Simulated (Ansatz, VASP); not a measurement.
**Fe in VASP and in Ansatz**

File INCAR:

```
SYSTEM = Fe
PREC     = Accurate       ! precision mode
ENCUT    = 520            ! plane-wave cutoff, eV
EDIFF    = 1E-6           ! SCF threshold, eV
ISMEAR   = -1             ! smearing method
SIGMA    = 0.05           ! smearing width, eV
LREAL    = .FALSE.        ! projectors in reciprocal space
LASPH    = .TRUE.         ! aspherical terms in the spheres
NELM     = 150            ! most SCF steps
ALGO     = Normal         ! electronic algorithm
ISIF     = 2              ! what is computed and relaxed
LWAVE    = .FALSE.        ! write WAVECAR
LCHARG   = .FALSE.        ! write CHGCAR
ISPIN    = 2              ! spin polarisation
MAGMOM   = 2.473 2.24 2.24 ! initial moments
LORBIT   = 11             ! projections on sites
LMAXMIX  = 4              ! l up to which the mixer works
GGA      = PS             ! functional
NBANDS   = 23             ! bands
```

Contents of KPOINTS:

```
regular mesh
0
G
  10 10 15
  0 0 0
```

POSCAR

```
Fe
1.0
    3.9292749843      0.0000000000      0.0000000000
   -1.9646374922      3.4028519549      0.0000000000
    0.0000000000      0.0000000000      2.2336068574
Fe
3
Direct
    0.0000000000      0.0000000000      0.0000000000
    0.3333333333      0.6666666667      0.5000000000
    0.6666666667      0.3333333333      0.5000000000
```

Input for Ansatz:

```yaml
crystal:
  lattice:
    - [3.9292749843, 0.0, 0.0]
    - [-1.9646374922, 3.4028519549, 0.0]
    - [0.0, 0.0, 2.2336068574]
  atoms:
    - { symbol: Fe, position: [0.0, 0.0, 0.0], spin: 2.473 }
    - { symbol: Fe, position: [0.3333333333, 0.6666666667, 0.5], spin: 2.24 }
    - { symbol: Fe, position: [0.6666666667, 0.3333333333, 0.5], spin: 2.24 }
hamiltonian:
  xc: pbesol
  pseudopotentials:
    kind: paw
    azcp:
      Fe: "pseudopotentials/Fe.paw.azcp"
basis:
  ecutwfc: 420
  fft_grid_basis: typed
kpoints:
  mp_grid: { grid: [10, 10, 15], shift: [0, 0, 0] }
magnetization:
  spin_polarized: true
scf:
  occupations: { method: fermi_dirac, width: 0.05 }
  lower_state_search: "off"
output:
  stress: true
```

Alike in both runs: task single point; functional PBEsol; k mesh 10 × 10 × 15; occupations fermi-dirac, width 0.05 eV; collinear spin.

|  | VASP | Ansatz |
| --- | --- | --- |
| version | VASP 6.6.1 | Ansatz 0.2.0 |
| potentials or method | VASP PAW PBE potentials, release 64 (Fe), cutoff 520 eV | plane waves (420 eV) with PAW, scalar-relativistic |
| valence electrons in the cell | 24 | 48 |

|  | VASP | Ansatz | Ansatz less VASP |
| --- | --- | --- | --- |
| pressure (GPa) | 3.2 | 13.6 | +10.31 |
| traceless stress, the component that is largest in VASP (GPa) | 27.77 | 29.04 | +1.272 |
| net moment per atom (μB) | 0.16 | 0.57 | +0.410 |
| size of the moment on the site where the two differ most (μB) | 0.04 | 1.37 | +1.322 |

The net moments are unlike, so the other rows may belong to different states. VASP's potentials were made for PBE, not for PBEsol, and Ansatz warns of the same on its side. Site moments also hang on the region over which each program counts them. VASP's potentials hold 24 valence electrons a cell and Ansatz's 48, so a difference there can come from the potentials and not from the codes. Ansatz's warnings: seeded moment not kept.
